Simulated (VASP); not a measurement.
# KBr (Fm-3m) in VASP: notebook, part 2 of 2

VASP 6.6.1. The steps go on from the part before.

### Step 3. Single point, LDA

File INCAR:

```
SYSTEM = KBr
ALGO = Normal ; EDIFF = 1E-6
ENCUT = 500 ; GGA_COMPAT = .False.
ISIF = 2 ; ISMEAR = 0
LASPH = .True. ; LCHARG = .False.
LREAL = .False. ; LWAVE = .False.
NBANDS = 15 ; NELM = 120
PREC = Accurate ; SIGMA = 0.01
```

File KPOINTS:

```
k-points
0
Gamma
  7 7 7
  0 0 0
```

File POSCAR:

```
KBr
1.0
    0.0000000000      3.3000000000      3.3000000000
    3.3000000000      0.0000000000      3.3000000000
    3.3000000000      3.3000000000      0.0000000000
K Br
1 1
Direct
    0.0000000000      0.0000000000      0.0000000000
    0.5000000000      0.5000000000      0.5000000000
```

Potentials or basis: VASP PAW LDA potentials, release 64 (K_sv, Br).

Run with:

```sh
cat potpaw_LDA.64/K_sv/POTCAR potpaw_LDA.64/Br/POTCAR > POTCAR
mpirun -np 1 vasp_std > vasp.out
```

OUTCAR:

```text
SYSTEM = KBr
   EDIFF = 1E-6
   ENCUT = 500
   ISIF = 2
   ISMEAR = 0
   LASPH = .True.
   LREAL = .False.
   NELM = 120
   PREC = Accurate

 ion  position               nearest neighbor table
   1  0.000  0.000  0.000-   2 3.30   2 3.30   2 3.30   2 3.30   2 3.30   2 3.30
   2  0.500  0.500  0.500-   1 3.30   1 3.30   1 3.30   1 3.30   1 3.30   1 3.30

  LATTYP: Found a face centered cubic cell.
 ALAT       =     6.6000000000

  Lattice vectors:

 A1 = (   0.0000000000,   3.3000000000,   3.3000000000)
 A2 = (   3.3000000000,   0.0000000000,   3.3000000000)
 A3 = (   3.3000000000,   3.3000000000,   0.0000000000)

Analysis of symmetry for initial positions (statically):
=====================================================================
 Subroutine PRICEL returns:
 Original cell was already a primitive cell.

 Routine SETGRP: Setting up the symmetry group for a
 face centered cubic supercell.

 Subroutine GETGRP returns: Found 48 space group operations
 (whereof 48 operations were pure point group operations)
 out of a pool of 48 trial point group operations.

The static configuration has the point symmetry O_h .

Analysis of symmetry for dynamics (positions and initial velocities):
=====================================================================
 Subroutine PRICEL returns:
 Original cell was already a primitive cell.

 Routine SETGRP: Setting up the symmetry group for a
 face centered cubic supercell.

 Subroutine GETGRP returns: Found 48 space group operations
 (whereof 48 operations were pure point group operations)
 out of a pool of 48 trial point group operations.

The dynamic configuration has the point symmetry O_h .

 Subroutine INISYM returns: Found 48 space group operations
 (whereof 48 operations are pure point group operations),
 and found     1 'primitive' translations

----------------------------------------------------------------------------------------

[... 116 lines left out ...]
   LEPSILON=     F    determine dielectric tensor
   LRPA    =     F    only Hartree local field effects (RPA)
 non-spin polarized calculation
 Gauss-broadening in eV      SIGMA  =   0.01
  energy-cutoff  :      500.00
  volume of cell :       71.87
 maximum number of plane-waves:      1841
 NGX is ok and might be reduce to    36
   NGX = 17   NGY = 17   NGZ = 17

 number of electron      15.9999997 magnetization

 Free energy of the ion-electron system (eV)
  ---------------------------------------------------
  ext. energy  EPLUGINS =         0.00000000
  ---------------------------------------------------
  free energy    TOTEN  =        -6.79730326 eV

  energy without entropy =       -6.79730326  energy(sigma->0) =       -6.79730326

 E-fermi :  -1.8275     XC(G=0):  -7.8862

 val. band max:       -1.9137072909   @ k =   0.0000   0.0000   0.0000
 cond. band min:       2.1243249001   @ k =   0.0000   0.0000   0.0000
 fundamental gap:      4.0380321910
 Fermi energy:        -1.8274878489

 k-point     1 :       0.0000    0.0000    0.0000
  band No.  band energies     occupation
      1     -29.3223      2.00000
      2     -14.2374      2.00000
      3     -13.0368      2.00000
      4     -13.0368      2.00000
      5     -13.0368      2.00000
      6      -1.9137      2.00000
      7      -1.9137      2.00000
      8      -1.9137      2.00000
      9       2.1243      0.00000
     10       5.4322      0.00000
     11       5.4322      0.00000
     12       5.4322      0.00000
     13       6.3056      0.00000
     14       6.3056      0.00000
[... 329 lines left out ...]
      2     -14.2388      2.00000
      3     -13.1103      2.00000
      4     -13.0845      2.00000
      5     -12.9473      2.00000
      6      -2.6274      2.00000
      7      -2.5729      2.00000
      8      -2.3540      2.00000
      9       4.8396      0.00000
     10       5.5744      0.00000
     11       6.1138      0.00000
     12       6.8610      0.00000
     13       8.3591      0.00000
     14       8.3617      0.00000
     15       9.1441      0.00000

------------------------ aborting loop because EDIFF is reached ----------------------------------------

  FORCE on cell =-STRESS in cart. coord.  units (eV):
  Direction    XX          YY          ZZ          XY          YZ          ZX
  --------------------------------------------------------------------------------------
  -------------------------------------------------------------------------------------
  Total       -0.7210372     -0.7210372     -0.7210372      0.0000000     -0.0000000      0.0000000
  in kB      -16.0729808    -16.0729808    -16.0729808      0.0000000     -0.0000000      0.0000000
  external PRESSURE =     -16.0729808 kB  Pullay stress =       0.0000000 kB

 VOLUME and BASIS-vectors are now :
 -----------------------------------------------------------------------------
  energy-cutoff  :      500.00
  volume of cell :       71.87
      direct lattice vectors                 reciprocal lattice vectors
     0.000000000  3.300000000  3.300000000    -0.151515152  0.151515152  0.151515152
     3.300000000  0.000000000  3.300000000     0.151515152 -0.151515152  0.151515152
     3.300000000  3.300000000  0.000000000     0.151515152  0.151515152 -0.151515152

 POSITION                                       TOTAL-FORCE (eV/Angst)
 -----------------------------------------------------------------------------------
      0.00000      0.00000      0.00000        -0.000000      0.000000     -0.000000
      3.30000      3.30000      3.30000         0.000000     -0.000000      0.000000
 -----------------------------------------------------------------------------------
    total drift:                                0.000000      0.000000      0.000000

  FREE ENERGIE OF THE ION-ELECTRON SYSTEM (eV)
  ---------------------------------------------------
  free  energy   TOTEN  =        -6.7973032566 eV

  energy  without entropy=       -6.7973032566  energy(sigma->0) =       -6.79730326
```

OSZICAR:

```text
N       E                     dE             d eps       ncg     rms          rms(c)
DAV:   1     0.985970140246E+02    0.98597E+02   -0.67604E+03   600   0.918E+02
DAV:   2    -0.614251033596E+00   -0.99211E+02   -0.91120E+02   768   0.233E+02
DAV:   3    -0.677538625225E+01   -0.61611E+01   -0.61312E+01   819   0.500E+01
DAV:   4    -0.698549969249E+01   -0.21011E+00   -0.21006E+00   901   0.850E+00
DAV:   5    -0.698765752215E+01   -0.21578E-02   -0.21578E-02   840   0.916E-01    0.325E+00
DAV:   6    -0.682049518903E+01    0.16716E+00   -0.18877E-01   740   0.217E+00    0.236E+00
DAV:   7    -0.679667648041E+01    0.23819E-01   -0.67994E-02   831   0.148E+00    0.115E+00
DAV:   8    -0.679724916729E+01   -0.57269E-03   -0.81225E-03   775   0.659E-01    0.177E-01
DAV:   9    -0.679722699652E+01    0.22171E-04   -0.18575E-04   789   0.809E-02    0.746E-02
DAV:  10    -0.679730346971E+01   -0.76473E-04   -0.72503E-05   691   0.464E-02    0.226E-02
DAV:  11    -0.679730325662E+01    0.21309E-06   -0.39266E-06   844   0.113E-02
   1 F= -.67973033E+01 E0= -.67973033E+01  d E =-.256244E-36
```

Wall time 14 s (1 thread of AMD EPYC 9R14 (Zen 4), shared host); peak memory 0.14 GiB.

Results:

```
Free energy            : -6.7973 eV
Pressure               : -1.6 GPa
Band gap on the k mesh : 4.04 eV
```

Levels at points of the mesh, in eV from the valence-band top:
```
           k point  band 5  band 6  band 7  band 8  band 9  band 10  band 11  band 12
(0.00, 0.00, 0.00)  -11.12    0.00    0.00    0.00    4.04     7.35     7.35     7.35
```
